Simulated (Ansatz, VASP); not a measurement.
Two plane-wave programs on Mo3N4

```
Mo N
1.0
     4.16444    0.00000    0.00000
     0.00000    4.16444    0.00000
     0.00000    0.00000    4.16444
Mo N
3 4
Direct
  0.50000 0.50000 0.00000
  0.00000 0.50000 0.50000
  0.50000 0.00000 0.50000
  0.50000 0.50000 0.50000
  0.50000 0.00000 0.00000
  0.00000 0.50000 0.00000
  0.00000 0.00000 0.50000
```

Alike in both runs: task relaxation of cell and atoms; functional PBEsol; k mesh 8 × 8 × 8; occupations gaussian, width 0.1 eV; no spin polarisation.

```csv
,VASP,Ansatz
version,VASP 6.6.1,Ansatz 0.2.0
potentials or method,"VASP PAW PBE potentials, release 64 (Mo_sv, N), cutoff 600 eV","scalar-relativistic, plane waves, PAW"
valence electrons in the cell,62,62
```

|  | VASP | Ansatz | Ansatz less VASP |
| --- | --- | --- | --- |
| gap on the k mesh at the Fermi level, each at its own relaxed structure (eV) | none | none | - |
| relaxed volume (Å³/atom) | 10.32 | 10.32 | -0.007 |
| relaxed cell length with the largest relative difference (Å) | 4.165 | 4.164 | -0.0009 |

VASP's potentials were made for PBE, not for PBEsol. A gap of «none» marks a metal or a gap that the smearing closes.
